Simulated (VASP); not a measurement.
Input of a VASP 6.6.1 run:

File INCAR:

```
SYSTEM = SnSe2
PREC = Accurate ; ENCUT = 520
EDIFF = 1E-6 ; ISMEAR = 1
SIGMA = 0.109 ; LREAL = .FALSE.
LASPH = .TRUE. ; NELM = 80
ALGO = Normal ; ISIF = 2
LWAVE = .FALSE. ; LCHARG = .TRUE.
GGA = PE ; LELF = .TRUE.
LVHAR = .TRUE. ; NBANDS = 20
```

The input KPOINTS:

```
regular mesh
0
G
  5 5 3
  0 0 0
```

File POSCAR:

```
SnSe2
1.0
    1.9054990000      3.3004190000      0.0000000000
   -1.9054990000      3.3004190000      0.0000000000
    0.0000000000      0.0000000000      6.1359980000
Sn Se
1 2
Direct
    0.0000000000      0.0000000000      0.0000000000
    0.3333000000      0.3334000000      0.2490000000
    0.6667000000      0.6666000000      0.7510000000
```

Potentials or basis: VASP PAW PBE potentials, release 64 (Sn_d, Se).

Launch:

```bash
$ cat potpaw_PBE.64/Sn_d/POTCAR potpaw_PBE.64/Se/POTCAR > POTCAR
$ mpirun -np 1 vasp_std > vasp.out
```

**Question.** Estimate the pressure.

**Answer.** 5.7 GPa.

**Question.** What does it give for the largest force?

**Answer.** 0.750 eV/Å.

**Question.** Estimate the band gap on the k mesh.

**Answer.** 0.79 eV, indirect (least direct gap 1.09 eV).

Stress tensor (GPa, compression positive):
```
5.43 0.00 0.00
0.00 5.43 0.00
0.00 0.00 6.38
```

Caveat: spin-orbit coupling is left out, which moves the levels of the heavy elements. A k mesh can miss the band edges.
